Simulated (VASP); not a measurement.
# Sr (Pm-3m) in VASP: a series of runs, part 2 of 2

VASP 6.6.1. The steps go on from the part before.

### Step 5. Single point, PBE (volume scaled by 0.58)

INCAR reads:

```
PREC = Accurate ; ENCUT = 520
EDIFF = 1E-6 ; ISMEAR = -1
SIGMA = 0.05 ; LREAL = False
LASPH = True ; NELM = 80
ALGO = Normal ; ISIF = 2
LWAVE = False ; LCHARG = False
GGA = PE ; NBANDS = 11
```

KPOINTS reads:

```
regular mesh
0
Gamma
  10 10 10
```

POSCAR reads:

```
Sr
1.0
    3.2099887730      0.0000000000      0.0000000000
    0.0000000000      3.2099887730      0.0000000000
    0.0000000000      0.0000000000      3.2099887730
Sr
1
Direct
    0.0000000000      0.0000000000      0.0000000000
```

Potentials or basis: VASP PAW PBE potentials, release 64 (Sr_sv).

On the command line:

```console
$ cat potpaw_PBE.64/Sr_sv/POTCAR > POTCAR
$ mpirun -np 1 vasp_std > vasp.out
```

OUTCAR:

```text
PREC = Accurate
   ENCUT = 520
   EDIFF = 1E-6
   ISMEAR = -1
   LREAL = False
   LASPH = True
   NELM = 80
   ISIF = 2
   GGA = PE

 ion  position               nearest neighbor table
   1  0.000  0.000  0.000-

  LATTYP: Found a simple cubic cell.
 ALAT       =     3.2099887730

  Lattice vectors:

 A1 = (   3.2099887730,   0.0000000000,   0.0000000000)
 A2 = (   0.0000000000,   3.2099887730,   0.0000000000)
 A3 = (   0.0000000000,   0.0000000000,   3.2099887730)

Analysis of symmetry for initial positions (statically):
=====================================================================
 Subroutine PRICEL returns:
 Original cell was already a primitive cell.

 Routine SETGRP: Setting up the symmetry group for a
 simple cubic supercell.

 Subroutine GETGRP returns: Found 48 space group operations
 (whereof 48 operations were pure point group operations)
 out of a pool of 48 trial point group operations.

The static configuration has the point symmetry O_h .

Analysis of symmetry for dynamics (positions and initial velocities):
=====================================================================
 Subroutine PRICEL returns:
 Original cell was already a primitive cell.

 Routine SETGRP: Setting up the symmetry group for a
 simple cubic supercell.

 Subroutine GETGRP returns: Found 48 space group operations
 (whereof 48 operations were pure point group operations)
 out of a pool of 48 trial point group operations.

The dynamic configuration has the point symmetry O_h .

 Subroutine INISYM returns: Found 48 space group operations
 (whereof 48 operations are pure point group operations),
 and found     1 'primitive' translations

----------------------------------------------------------------------------------------

                                     Primitive cell

  volume of cell :      33.0758

  direct lattice vectors                    reciprocal lattice vectors
     3.209988773  0.000000000  0.000000000     0.311527569  0.000000000  0.000000000
     0.000000000  3.209988773  0.000000000     0.000000000  0.311527569  0.000000000
     0.000000000  0.000000000  3.209988773     0.000000000  0.000000000  0.311527569

  length of vectors
     3.209988773  3.209988773  3.209988773     0.311527569  0.311527569  0.311527569

  position of ions in fractional coordinates (direct lattice)
     0.000000000  0.000000000  0.000000000

  ion indices of the primitive-cell ions
   primitive index   ion index
                 1           1

----------------------------------------------------------------------------------------

 KPOINTS: regular mesh

Automatic generation of k-mesh.
 Grid dimensions read from file:
 generate k-points for:   10   10   10

 Generating k-lattice:

  Cartesian coordinates                     Fractional coordinates (reciprocal lattice)
     0.031152757  0.000000000  0.000000000     0.100000000  0.000000000  0.000000000
     0.000000000  0.031152757  0.000000000     0.000000000  0.100000000  0.000000000
     0.000000000  0.000000000  0.031152757     0.000000000  0.000000000  0.100000000

  Length of vectors
     0.031152757  0.031152757  0.031152757

  Shift w.r.t. Gamma in fractional coordinates (k-lattice)
     0.000000000  0.000000000  0.000000000

 Subroutine IBZKPT returns following result:
 ===========================================

 Found     56 irreducible k-points:

 Following reciprocal coordinates:
            Coordinates               Weight
  0.000000  0.000000  0.000000      1.000000
  0.100000  0.000000  0.000000      6.000000
  0.200000  0.000000  0.000000      6.000000
  0.300000  0.000000  0.000000      6.000000
  0.400000  0.000000  0.000000      6.000000
  0.500000  0.000000  0.000000      3.000000
[... 16 lines left out ...]
  0.200000  0.100000  0.100000     24.000000
  0.300000  0.100000  0.100000     24.000000
 [... further k-points ...]
   k-points           NKPTS =     56   k-points in BZ     NKDIM =     56   number of bands    NBANDS=     11
   number of dos      NEDOS =    301   number of ions     NIONS =      1
   total plane-waves  NPLWV =  13824
   dimension x,y,z NGX =    24 NGY =   24 NGZ =   24
   dimension x,y,z NGXF=    48 NGYF=   48 NGZF=   48
   ions per type =               1
   NGX,Y,Z   is equivalent  to a cutoff of  12.43, 12.43, 12.43 a.u.
   NGXF,Y,Z  is equivalent  to a cutoff of  24.86, 24.86, 24.86 a.u.
 SYSTEM =  unknown system
   PREC   = accura    normal or accurate (medium, high low for compatibility)
   ISTART =      0    job   : 0-new  1-cont  2-samecut
   ICHARG =      2    charge: 1-file 2-atom 10-const
   ISPIN  =      1    spin polarized calculation?
   LNONCOLLINEAR =      F non collinear calculations
   LSORBIT =      F    spin-orbit coupling
   LASPH  =      T    aspherical Exc in radial PAW
   ENCUT  =  520.0 eV  38.22 Ry    6.18 a.u.   5.97  5.97  5.97*2*pi/ulx,y,z
   NELM   =     80;   NELMIN=  2; NELMDL= -5     # of ELM steps
   EDIFF  = 0.1E-05   stopping-criterion for ELM
   LREAL  =      F    real-space projection
   EDIFFG = 0.1E-04   stopping-criterion for IOM
   NSW    =      0    number of steps for IOM
   IBRION =     -1    ionic relax: 0-MD 1-quasi-New 2-CG
   NFREE  =      0    steps in history (QN), initial steepest desc. (CG)
   ISIF   =      2    stress and relaxation
   ISYM   =      2    0-nonsym 1-usesym 2-fastsym
   POTIM  = 0.5000    time-step for ionic-motion
   TEBEG  =    0.0;   TEEND  =   0.0 temperature during run
   PSTRESS=    0.0 pullay stress
   NELECT =      10.0000    total number of electrons
   NUPDOWN=      -1.0000    fix difference up-down
   EMIN   =  10.00;   EMAX   =-10.00  energy-range for DOS
   EFERMI =   0.00;   METHOD = LEGACY
   ISMEAR =    -1;   SIGMA  =   0.05  broadening in eV -4-tet -1-fermi 0-gaus
   EFERMI_NEDOS =   21; number of points for ismear=-14 and -15
   IALGO  =     38    algorithm
   IMIX   =      4    mixing-type and parameters
     AMIX     =   0.40;   BMIX     =  1.00
     AMIX_MAG =   1.60;   BMIX_MAG =  1.00
  volume/ion in A,a.u.               =      33.08       223.21
  Fermi-wavevector in a.u.,A,eV,Ry     =   1.098765  2.076364 16.426091  1.207284
  Thomas-Fermi vector in A             =   2.235148
   LORBIT       =      0    0 simple, 1 ext, 2 COOP (PROOUT), +10 PAW based schemes
   GGA     = PE    functional components
   LHFCALC =     F    Hartree Fock is set to
   AEXX    =    0.0000 exact exchange contribution
   IVDW    =     0    specifies the selected vdW correction
   LEPSILON=     F    determine dielectric tensor
   LRPA    =     F    only Hartree local field effects (RPA)
 non-spin polarized calculation
  energy-cutoff  :      520.00
  volume of cell :       33.08
 maximum number of plane-waves:       912
 NGX is ok and might be reduce to    24
   NGX = 11   NGY = 11   NGZ = 11

 number of electron      10.0000000 magnetization

 Free energy of the ion-electron system (eV)
  ---------------------------------------------------
  ext. energy  EPLUGINS =         0.00000000
  ---------------------------------------------------
  free energy    TOTEN  =        -0.75456589 eV

  energy without entropy =       -0.75309262  energy(sigma->0) =       -0.75382925

 E-fermi :   3.4728     XC(G=0):  -9.0743

 val. band max:        3.4335707662   @ k =   0.5000   0.5000   0.5000
 cond. band min:       3.6373711036   @ k =   0.5000   0.2000   0.0000
 fundamental gap:      0.2038003374
 Fermi energy:         3.4727992943

 k-point     1 :       0.0000    0.0000    0.0000
  band No.  band energies     occupation
      1     -32.8070      2.00000
      2     -14.1909      2.00000
      3     -14.1909      2.00000
      4     -14.1909      2.00000
      5      -0.3260      2.00000
      6       3.8534      0.00099
      7       3.8534      0.00099
      8      11.0490      0.00000
      9      11.0490      0.00000
     10      11.0490      0.00000
     11      14.7310      0.00000

 k-point     2 :       0.1000    0.0000    0.0000
  band No.  band energies     occupation
      1     -32.7929      2.00000
      2     -14.3333      2.00000
      3     -14.1788      2.00000
      4     -14.1788      2.00000
      5      -0.0993      2.00000
      6       3.9297      0.00022
      7       4.0781      0.00001
      8      10.4605      0.00000
      9      10.4605      0.00000
     10      11.0840      0.00000
     11      13.8161      0.00000
[... 295 lines left out ...]
 k-point    24 :       0.3000    0.1000    0.1000
  band No.  band energies     occupation
      1     -32.6822      2.00000
      2     -15.0619      2.00000
      3     -14.2381      2.00000
      4     -14.2200      2.00000
      5       1.7015      2.00000
      6       4.8071      0.00000
      7       5.0829      0.00000
      8       7.8803      0.00000
      9       8.2884      0.00000
     10      10.3018      0.00000
     11      12.8597      0.00000

 [... further k-points ...]
[... 5 lines left out ...]
  --------------------------------------------------------------------------------------
  -------------------------------------------------------------------------------------
  Total        2.1701201      2.1701201      2.1701201      0.0000000      0.0000000     -0.0000000
  in kB      105.1196276    105.1196276    105.1196276      0.0000000      0.0000000     -0.0000000
  external PRESSURE =     105.1196276 kB  Pullay stress =       0.0000000 kB

 VOLUME and BASIS-vectors are now :
 -----------------------------------------------------------------------------
  energy-cutoff  :      520.00
  volume of cell :       33.08
      direct lattice vectors                 reciprocal lattice vectors
     3.209988773  0.000000000  0.000000000     0.311527569  0.000000000  0.000000000
     0.000000000  3.209988773  0.000000000     0.000000000  0.311527569  0.000000000
     0.000000000  0.000000000  3.209988773     0.000000000  0.000000000  0.311527569

 POSITION                                       TOTAL-FORCE (eV/Angst)
 -----------------------------------------------------------------------------------
      0.00000      0.00000      0.00000         0.000000      0.000000      0.000000
 -----------------------------------------------------------------------------------
    total drift:                                0.000000      0.000000      0.000000

  FREE ENERGIE OF THE ION-ELECTRON SYSTEM (eV)
  ---------------------------------------------------
  free  energy   TOTEN  =        -0.7545658852 eV

  energy  without entropy=       -0.7530926180  energy(sigma->0) =       -0.75382925
```

OSZICAR:

```text
N       E                     dE             d eps       ncg     rms          rms(c)
DAV:   1     0.346955220411E+02    0.34696E+02   -0.54048E+03  1232   0.852E+02
DAV:   2     0.481821841309E+00   -0.34214E+02   -0.33650E+02  1482   0.162E+02
DAV:   3    -0.754494168429E+00   -0.12363E+01   -0.12293E+01  1721   0.227E+01
DAV:   4    -0.799813256342E+00   -0.45319E-01   -0.45296E-01  1533   0.393E+00
DAV:   5    -0.800965878071E+00   -0.11526E-02   -0.11526E-02  1755   0.491E-01    0.164E+01
DAV:   6    -0.769029351289E+00    0.31937E-01   -0.24624E-02  1620   0.108E+00    0.978E+00
DAV:   7    -0.754155245537E+00    0.14874E-01   -0.52636E-02  1748   0.153E+00    0.313E-01
DAV:   8    -0.754543577883E+00   -0.38833E-03   -0.11703E-03  1433   0.285E-01    0.101E-01
DAV:   9    -0.754565121404E+00   -0.21544E-04   -0.31519E-05  1674   0.484E-02    0.313E-02
DAV:  10    -0.754565885173E+00   -0.76377E-06   -0.63247E-06  1462   0.163E-02
   1 F= -.75456589E+00 E0= -.75382925E+00  d E =-.147327E-02
```

stdout:

```text
POSCAR found type information on POSCAR Sr
 POSCAR found :  1 types and       1 ions
 scaLAPACK will be used
 LDA part: xc-table for (Slater+PW92), standard interpolation
 POSCAR, INCAR and KPOINTS ok, starting setup
 FFT: planning ... GRIDC
 FFT: planning ... GRID_SOFT
 FFT: planning ... GRID
 WAVECAR not read
 entering main loop
```

Wall time 12 s (1 thread of AMD EPYC 7R43 (Zen 3), shared host); peak memory 0.11 GiB.

Results:

```
Free energy            : -0.7546 eV
Pressure               : 10.5 GPa
Band gap on the k mesh : zero (filled and empty bands touch)
```

Levels at points of the mesh, in eV from the Fermi level:
| k point | band 1 | band 2 | band 3 | band 4 | band 5 | band 6 | band 7 | band 8 | band 9 | band 10 |
| --- | --- | --- | --- | --- | --- | --- | --- | --- | --- | --- |
| (0.00, 0.00, 0.00) | -36.28 | -17.66 | -17.66 | -17.66 | -3.80 | 0.38 | 0.38 | 7.58 | 7.58 | 7.58 |
| (0.50, 0.00, 0.00) | -36.13 | -19.00 | -17.53 | -17.53 | -0.73 | 0.84 | 1.33 | 4.16 | 4.16 | 7.97 |
| (0.50, 0.50, 0.00) | -35.99 | -18.77 | -18.77 | -17.42 | -1.65 | 1.53 | 4.86 | 4.86 | 4.97 | 4.97 |
| (0.50, 0.50, 0.50) | -35.85 | -18.58 | -18.58 | -18.58 | -0.04 | -0.04 | -0.04 | 5.27 | 9.90 | 9.90 |

### Step 6. Single point, PBE (volume scaled by 0.68)

INCAR reads:

```
PREC = Accurate ; ENCUT = 520
EDIFF = 1E-6 ; ISMEAR = -1
SIGMA = 0.05 ; LREAL = F
LASPH = T ; NELM = 60
ALGO = Normal ; ISIF = 2
LWAVE = F ; LCHARG = T
GGA = PE ; LELF = T
LVHAR = T ; NBANDS = 11
```

KPOINTS is that of step 5.

POSCAR reads:

```
Sr
1.0
    3.3847803144      0.0000000000      0.0000000000
    0.0000000000      3.3847803144      0.0000000000
    0.0000000000      0.0000000000      3.3847803144
Sr
1
Direct
    0.0000000000      0.0000000000      0.0000000000
```

Potentials or basis: VASP PAW PBE potentials, release 64 (Sr_sv).

On the command line:

```console
$ cat potpaw_PBE.64/Sr_sv/POTCAR > POTCAR
$ mpirun -np 1 vasp_std > vasp.out
```

It took 20 s on 1 thread of AMD EPYC 7R43 (Zen 3), shared host; peak memory 0.13 GiB.

The run converged. Its results:

```
Free energy            : -1.0269 eV
Pressure               : 5.4 GPa
Band gap on the k mesh : zero (band 5 reaches 2.94 eV, above the bottom of band 6 at 2.61 eV)
```

Levels at points of the mesh, in eV from the Fermi level:
| k point | band 3 | band 4 | band 5 | band 6 | band 7 | band 8 |
| --- | --- | --- | --- | --- | --- | --- |
| (0.00, 0.00, 0.00) | -17.95 | -17.95 | -3.73 | 0.55 | 0.55 | 6.70 |
| (0.50, 0.00, 0.00) | -17.87 | -17.87 | -0.92 | 0.43 | 1.38 | 3.85 |
| (0.50, 0.50, 0.00) | -18.69 | -17.80 | -1.21 | 1.29 | 3.94 | 3.94 |
| (0.50, 0.50, 0.50) | -18.57 | -18.57 | 0.21 | 0.21 | 0.21 | 5.07 |

### Step 7. Overview

| cell | gap on the mesh (eV) | pressure (GPa) |
| --- | --- | --- |
| a = 2.905 Å, 1 atom | none | 29.1 |
| a = 3.055 Å, 1 atom | none | 17.8 |
| a = 3.210 Å, 1 atom | none | 10.5 |
| a = 3.385 Å, 1 atom | none | 5.4 |

Alike in all rows: task single point; level PBE; potentials or basis VASP PAW PBE potentials, release 64 (Sr_sv); no spin polarisation; k mesh 10 × 10 × 10; cutoff (eV) 520; smearing fermi-dirac 0.05 eV.

Total energies depend on the potentials used, so only differences within one code and one set of settings carry meaning.
